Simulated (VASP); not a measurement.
# SiGeTe2S2 (I4/mmm) in VASP: a series of runs

Runs on SiGeTe2S2. Level: PBE. Tasks: single point.

Program: VASP 6.6.1. These are calculated values, not measurements. Logs are shortened: lines on timing, memory, paths and dates and some standing lists are left out, and cuts for length are marked.

**1. The cell of the first run**

Symmetry: I4/mmm, No. 139, tetragonal system. Conventional cell: a = 4.911 Å, b = 4.911 Å, c = 11.454 Å, α = 90.00°, β = 90.00°, γ = 90.00°. Si (site symmetry 4/mmm) has 4 S at 2.46 Å and 2 Te at 2.80 Å within 3.2 Å. Within 3.2 Å of Ge (site symmetry 4/mmm) lie 4 S at 2.46 Å and 2 Te at 2.93 Å. Within 3.7 Å of Te (site symmetry 4mm) lie 1 Si at 2.80 Å and 1 Ge at 2.93 Å and 4 Te at 3.47 Å. Within 3.2 Å of S (site symmetry mmm) lie 2 Si at 2.46 Å and 2 Ge at 2.46 Å.

**2. Single point, PBE**

INCAR reads:

```
ALGO     = Normal         # electronic algorithm
EDIFF    = 1E-6           # SCF threshold, eV
ENCUT    = 520            # plane-wave cutoff, eV
GGA      = PE             # functional
ISIF     = 2              # what is computed and relaxed
ISMEAR   = 0              # smearing method
LASPH    = T              # aspherical terms in the spheres
LCHARG   = F              # write CHGCAR
LREAL    = F              # projectors in reciprocal space
LWAVE    = F              # write WAVECAR
NBANDS   = 30             # bands
NELM     = 100            # most SCF steps
PREC     = Accurate       # precision mode
SIGMA    = 0.1            # smearing width, eV
```

KPOINTS reads:

```
k-points
0
Gamma
  4 4 4
```

POSCAR reads:

```
SiGeTe2S2
1.0
   -2.4552753054      2.4552753054      5.7267565700
    2.4552753054     -2.4552753054      5.7267565700
    2.4552753054      2.4552753054     -5.7267565700
Si Ge Te S
1 1 2 2
Direct
    0.5000000000      0.5000000000      0.0000000000
    0.0000000000      0.0000000000      0.0000000000
    0.7442446455      0.7442446455      0.0000000000
    0.2557553545      0.2557553545      0.0000000000
    0.5000000000      0.0000000000      0.5000000000
    0.0000000000      0.5000000000      0.5000000000
```

Potentials or basis: VASP PAW PBE potentials, release 64 (Si, Ge_d, Te, S).

Started as:

```bash
$ cat potpaw_PBE.64/Si/POTCAR potpaw_PBE.64/Ge_d/POTCAR potpaw_PBE.64/Te/POTCAR potpaw_PBE.64/S/POTCAR > POTCAR
$ mpirun -np 1 vasp_std > vasp.out
```

OUTCAR:

```text
EDIFF = 1E-6
   ENCUT = 520
   GGA = PE
   ISIF = 2
   ISMEAR = 0
   LASPH = T
   LREAL = F
   NELM = 100
   PREC = Accurate

 ion  position               nearest neighbor table
   1  0.500  0.500  0.000-   5 2.46   6 2.46   5 2.46   6 2.46   3 2.80   4 2.80
   2  0.000  0.000  0.000-   5 2.46   6 2.46   6 2.46   5 2.46   3 2.93   4 2.93
   3  0.744  0.744  0.000-   1 2.80   2 2.93   4 3.47   4 3.47   4 3.47   4 3.47
   4  0.256  0.256  0.000-   1 2.80   2 2.93   3 3.47   3 3.47   3 3.47   3 3.47
   5  0.500  0.000  0.500-   1 2.46   2 2.46   1 2.46   2 2.46
   6  0.000  0.500  0.500-   1 2.46   2 2.46   2 2.46   1 2.46

  LATTYP: Found a body centered tetragonal cell.
 ALAT       =     4.9105506108
 C/A-ratio  =     2.3324295069

  Lattice vectors:

 A1 = (  -2.4552753054,   2.4552753054,   5.7267565700)
 A2 = (   2.4552753054,  -2.4552753054,   5.7267565700)
 A3 = (   2.4552753054,   2.4552753054,  -5.7267565700)

Analysis of symmetry for initial positions (statically):
=====================================================================
 Subroutine PRICEL returns:
 Original cell was already a primitive cell.

 Routine SETGRP: Setting up the symmetry group for a
 body centered tetragonal supercell.

 Subroutine GETGRP returns: Found 16 space group operations
 (whereof 16 operations were pure point group operations)
 out of a pool of 16 trial point group operations.

The static configuration has the point symmetry D_4h.

Analysis of symmetry for dynamics (positions and initial velocities):
=====================================================================
 Subroutine PRICEL returns:
 Original cell was already a primitive cell.

 Routine SETGRP: Setting up the symmetry group for a
 body centered tetragonal supercell.

 Subroutine GETGRP returns: Found 16 space group operations
 (whereof 16 operations were pure point group operations)
 out of a pool of 16 trial point group operations.

The dynamic configuration has the point symmetry D_4h.

 Subroutine INISYM returns: Found 16 space group operations
 (whereof 16 operations are pure point group operations),
 and found     1 'primitive' translations

----------------------------------------------------------------------------------------

[... 87 lines left out ...]
   NELM   =    100;   NELMIN=  2; NELMDL= -5     # of ELM steps
   EDIFF  = 0.1E-05   stopping-criterion for ELM
   LREAL  =      F    real-space projection
   EDIFFG = 0.1E-04   stopping-criterion for IOM
   NSW    =      0    number of steps for IOM
   IBRION =     -1    ionic relax: 0-MD 1-quasi-New 2-CG
   NFREE  =      0    steps in history (QN), initial steepest desc. (CG)
   ISIF   =      2    stress and relaxation
   ISYM   =      2    0-nonsym 1-usesym 2-fastsym
   POTIM  = 0.5000    time-step for ionic-motion
   TEBEG  =    0.0;   TEEND  =   0.0 temperature during run
   PSTRESS=    0.0 pullay stress
   NELECT =      42.0000    total number of electrons
   NUPDOWN=      -1.0000    fix difference up-down
   EMIN   =  10.00;   EMAX   =-10.00  energy-range for DOS
   EFERMI =   0.00;   METHOD = LEGACY
   ISMEAR =     0;   SIGMA  =   0.10  broadening in eV -4-tet -1-fermi 0-gaus
   EFERMI_NEDOS =   21; number of points for ismear=-14 and -15
   IALGO  =     38    algorithm
   IMIX   =      4    mixing-type and parameters
     AMIX     =   0.40;   BMIX     =  1.00
     AMIX_MAG =   1.60;   BMIX_MAG =  1.00
  volume/ion in A,a.u.               =      23.02       155.32
  Fermi-wavevector in a.u.,A,eV,Ry     =   1.100952  2.080497 16.491546  1.212094
  Thomas-Fermi vector in A             =   2.237371
   LORBIT       =      0    0 simple, 1 ext, 2 COOP (PROOUT), +10 PAW based schemes
   GGA     = PE    functional components
   LHFCALC =     F    Hartree Fock is set to
   AEXX    =    0.0000 exact exchange contribution
   IVDW    =     0    specifies the selected vdW correction
   LEPSILON=     F    determine dielectric tensor
   LRPA    =     F    only Hartree local field effects (RPA)
 non-spin polarized calculation
 Gauss-broadening in eV      SIGMA  =   0.10
  energy-cutoff  :      520.00
  volume of cell :      138.09
 maximum number of plane-waves:      3739
 NGX is ok and might be reduce to    50
   NGX = 25   NGY = 25   NGZ = 25

 number of electron      42.0000004 magnetization

 Free energy of the ion-electron system (eV)
  ---------------------------------------------------
  ext. energy  EPLUGINS =         0.00000000
  ---------------------------------------------------
  free energy    TOTEN  =       -24.11068818 eV

  energy without entropy =      -24.09404136  energy(sigma->0) =      -24.10236477

 E-fermi :   6.2759     XC(G=0):  -9.8984

 val. band max:        6.1781451471   @ k =  -0.2500   0.5000   0.2500
 cond. band min:       6.3037009332   @ k =   0.5000   0.2500   0.0000
 fundamental gap:      0.1255557862
 Fermi energy:         6.2759453208

 k-point     1 :       0.0000    0.0000    0.0000
  band No.  band energies     occupation
      1     -18.6567      2.00000
      2     -18.6255      2.00000
      3     -18.6190      2.00000
      4     -18.6039      2.00000
      5     -18.6039      2.00000
      6      -8.7401      2.00000
[... 418 lines left out ...]
     29      12.7593      0.00000
     30      13.2850      0.00000

------------------------ aborting loop because EDIFF is reached ----------------------------------------

  FORCE on cell =-STRESS in cart. coord.  units (eV):
  Direction    XX          YY          ZZ          XY          YZ          ZX
  --------------------------------------------------------------------------------------
  -------------------------------------------------------------------------------------
  Total       -0.0767777     -0.0767777      0.1361438      0.0000000      0.0000000     -0.0000000
  in kB       -0.8907920     -0.8907920      1.5795712      0.0000000      0.0000000     -0.0000000
  external PRESSURE =      -0.0673376 kB  Pullay stress =       0.0000000 kB

 VOLUME and BASIS-vectors are now :
 -----------------------------------------------------------------------------
  energy-cutoff  :      520.00
  volume of cell :      138.09
      direct lattice vectors                 reciprocal lattice vectors
    -2.455275305  2.455275305  5.726756570     0.000000000  0.203643151  0.087309456
     2.455275305 -2.455275305  5.726756570     0.203643151  0.000000000  0.087309456
     2.455275305  2.455275305 -5.726756570     0.203643151  0.203643151  0.000000000

 POSITION                                       TOTAL-FORCE (eV/Angst)
 -----------------------------------------------------------------------------------
      0.00000      0.00000      5.72676        -0.000000     -0.000000     -0.000000
      0.00000      0.00000      0.00000        -0.000000     -0.000000     -0.000000
      0.00000      0.00000      8.52422         0.000000      0.000000      0.006405
      0.00000      0.00000      2.92930        -0.000000     -0.000000     -0.006405
      0.00000      2.45528      0.00000        -0.000000     -0.000000     -0.000000
      2.45528      0.00000      0.00000        -0.000000     -0.000000     -0.000000
 -----------------------------------------------------------------------------------
    total drift:                                0.000000     -0.000000     -0.000000

  FREE ENERGIE OF THE ION-ELECTRON SYSTEM (eV)
  ---------------------------------------------------
  free  energy   TOTEN  =       -24.1106881782 eV

  energy  without entropy=      -24.0940413643  energy(sigma->0) =      -24.10236477
```

stdout:

```text
POSCAR found type information on POSCAR SiGeTeS
 POSCAR found :  4 types and       6 ions
 scaLAPACK will be used
 LDA part: xc-table for (Slater+PW92), standard interpolation
 POSCAR, INCAR and KPOINTS ok, starting setup
 FFT: planning ... GRIDC
 FFT: planning ... GRID_SOFT
 FFT: planning ... GRID
 WAVECAR not read
 entering main loop
```

Run time: 80 s. Hardware: 1 thread of Intel Xeon Platinum 8488C (Sapphire Rapids), shared host; peak memory 0.37 GiB.

What came out:

```
Free energy            : -24.1107 eV
Pressure               : 0.0 GPa
Largest force          : 0.006 eV/Å
Band gap on the k mesh : zero (band 21 reaches 7.17 eV, above the bottom of band 22 at 6.00 eV)
```

Forces in eV/Å, atoms in the order of the input:
```
Si   0.000  0.000  0.000
Ge   0.000  0.000  0.000
Te   0.000  0.000  0.006
Te   0.000  0.000 -0.006
S    0.000  0.000  0.000
S    0.000  0.000  0.000
```

Levels at points of the mesh, in eV from the Fermi level:
```
           k point  band 19  band 20  band 21  band 22  band 23  band 24
(0.00, 0.00, 0.00)    -2.08    -0.23     0.66     1.18     1.18     1.89
(0.50, 0.00, 0.00)    -1.41    -1.32    -1.23     0.15     0.30     2.75
(0.50, 0.50, 0.00)    -1.22     0.52     0.66     1.35     1.41     1.59
(0.50, 0.50, 0.50)    -2.60    -1.89    -0.71     0.84     0.84     2.51
```

Caveat: the k points lie up to 0.45 Å⁻¹ apart; spin-orbit coupling is left out, which moves the levels of the heavy elements.

**3. Single point, PBE**

This run uses another cell than the first one, of 28.16 Å³/atom, 1.224 times its volume.

INCAR reads:

```
SYSTEM = SiGeTe2S2
ALGO     = Normal         ! electronic algorithm
EDIFF    = 1E-6           ! SCF threshold, eV
ENCUT    = 520            ! plane-wave cutoff, eV
GGA      = PE             ! functional
ISIF     = 2              ! what is computed and relaxed
ISMEAR   = 0              ! smearing method
LASPH    = .TRUE.         ! aspherical terms in the spheres
LCHARG   = .FALSE.        ! write CHGCAR
LREAL    = .FALSE.        ! projectors in reciprocal space
LWAVE    = .FALSE.        ! write WAVECAR
NBANDS   = 30             ! bands
NELM     = 60             ! most SCF steps
PREC     = Accurate       ! precision mode
SIGMA    = 0.1            ! smearing width, eV
```

KPOINTS reads:

```
k-points
0
G
  4 4 4
  0 0 0
```

POSCAR reads:

```
SiGeTe2S2
1.0
   -3.0228218600      3.0228218600      4.6233092700
    3.0228218600     -3.0228218600      4.6233092700
    3.0228218600      3.0228218600     -4.6233092700
Si Ge Te S
1 1 2 2
Direct
    0.5000000000      0.5000000000      0.0000000000
    0.0000000000      0.0000000000      0.0000000000
    0.7036286000      0.7036286000      0.0000000000
    0.2963714000      0.2963714000      0.0000000000
    0.5000000000      0.0000000000      0.5000000000
    0.0000000000      0.5000000000      0.5000000000
```

Potentials or basis: VASP PAW PBE potentials, release 64 (Si, Ge_d, Te, S).

Started as:

```bash
$ cat potpaw_PBE.64/Si/POTCAR potpaw_PBE.64/Ge_d/POTCAR potpaw_PBE.64/Te/POTCAR potpaw_PBE.64/S/POTCAR > POTCAR
$ mpirun -np 1 vasp_std > vasp.out
```

OUTCAR:

```text
SYSTEM = SiGeTe2S2
   EDIFF = 1E-6
   ENCUT = 520
   GGA = PE
   ISIF = 2
   ISMEAR = 0
   LASPH = .TRUE.
   LREAL = .FALSE.
   NELM = 60
   PREC = Accurate

 ion  position               nearest neighbor table
   1  0.500  0.500  0.000-   3 1.88   4 1.88
   2  0.000  0.000  0.000-   3 2.74   4 2.74
   3  0.704  0.704  0.000-   1 1.88   2 2.74
   4  0.296  0.296  0.000-   1 1.88   2 2.74
[... 624 lines left out ...]
  --------------------------------------------------------------------------------------
  -------------------------------------------------------------------------------------
  Total       -5.7996630     -5.7996630     75.7977857      0.0000000      0.0000000      0.0000000
  in kB      -54.9889336    -54.9889336    718.6692370      0.0000000      0.0000000      0.0000000
  external PRESSURE =     202.8971233 kB  Pullay stress =       0.0000000 kB

 VOLUME and BASIS-vectors are now :
 -----------------------------------------------------------------------------
  energy-cutoff  :      520.00
  volume of cell :      168.98
      direct lattice vectors                 reciprocal lattice vectors
    -3.022821860  3.022821860  4.623309270     0.000000000  0.165408358  0.108147643
     3.022821860 -3.022821860  4.623309270     0.165408358  0.000000000  0.108147643
     3.022821860  3.022821860 -4.623309270     0.165408358  0.165408358  0.000000000

 POSITION                                       TOTAL-FORCE (eV/Angst)
 -----------------------------------------------------------------------------------
      0.00000      0.00000      4.62331        -0.000000     -0.000000      0.000000
      0.00000      0.00000      0.00000        -0.000000     -0.000000      0.000000
      0.00000      0.00000      6.50619         0.000000      0.000000     17.517260
      0.00000      0.00000      2.74043         0.000000      0.000000    -17.517260
      0.00000      3.02282      0.00000        -0.000000     -0.000000     -0.000000
      3.02282      0.00000      0.00000        -0.000000     -0.000000      0.000000
 -----------------------------------------------------------------------------------
    total drift:                                0.000000      0.000000      0.000000

  FREE ENERGIE OF THE ION-ELECTRON SYSTEM (eV)
  ---------------------------------------------------
  free  energy   TOTEN  =       -13.0998234068 eV

  energy  without entropy=      -13.0670973047  energy(sigma->0) =      -13.08346036
```

OSZICAR:

```text
N       E                     dE             d eps       ncg     rms          rms(c)
DAV:   1     0.321015131975E+03    0.32102E+03   -0.17808E+04   968   0.178E+03
DAV:   2     0.296538783024E+02   -0.29136E+03   -0.27850E+03   882   0.477E+02
DAV:   3    -0.124096628218E+02   -0.42064E+02   -0.41131E+02   932   0.119E+02
DAV:   4    -0.145098696855E+02   -0.21002E+01   -0.20875E+01   952   0.316E+01
DAV:   5    -0.145773178530E+02   -0.67448E-01   -0.67424E-01  1008   0.573E+00    0.179E+01
DAV:   6    -0.131781302064E+02    0.13992E+01   -0.27569E+00   992   0.810E+00    0.890E+00
DAV:   7    -0.131086596008E+02    0.69471E-01   -0.76479E-01   940   0.346E+00    0.405E+00
DAV:   8    -0.131011334281E+02    0.75262E-02   -0.94003E-02   936   0.169E+00    0.123E+00
DAV:   9    -0.131001868663E+02    0.94656E-03   -0.80045E-03   934   0.483E-01    0.504E-01
DAV:  10    -0.130998004614E+02    0.38640E-03   -0.32563E-03   902   0.251E-01    0.192E-01
DAV:  11    -0.130998308207E+02   -0.30359E-04   -0.36283E-04   934   0.906E-02    0.801E-02
DAV:  12    -0.130998186576E+02    0.12163E-04   -0.84168E-05   920   0.503E-02    0.425E-02
DAV:  13    -0.130998233162E+02   -0.46587E-05   -0.33763E-05   910   0.366E-02    0.103E-02
DAV:  14    -0.130998234068E+02   -0.90535E-07   -0.17956E-06   848   0.739E-03
   1 F= -.13099823E+02 E0= -.13083460E+02  d E =-.327261E-01
```

Wall time 59 s (1 thread of Intel Xeon Platinum 8488C (Sapphire Rapids), shared host); peak memory 0.36 GiB.

What came out:

- Free energy: -13.0998 eV
- Pressure: 20.3 GPa
- Largest force: 17.517 eV/Å
- Band gap on the k mesh: zero (band 21 reaches 4.15 eV, above the bottom of band 22 at 3.44 eV)

Forces in eV/Å, atoms in the order of the input:
```
Si    0.000   0.000   0.000
Ge    0.000   0.000   0.000
Te    0.000   0.000  17.517
Te    0.000   0.000 -17.517
S     0.000   0.000   0.000
S     0.000   0.000   0.000
```

Caveat: the k points lie up to 0.37 Å⁻¹ apart; spin-orbit coupling is left out, which moves the levels of the heavy elements; forces of over 1 eV/Å act on the atoms, so gaps and moduli don't describe the material at rest.
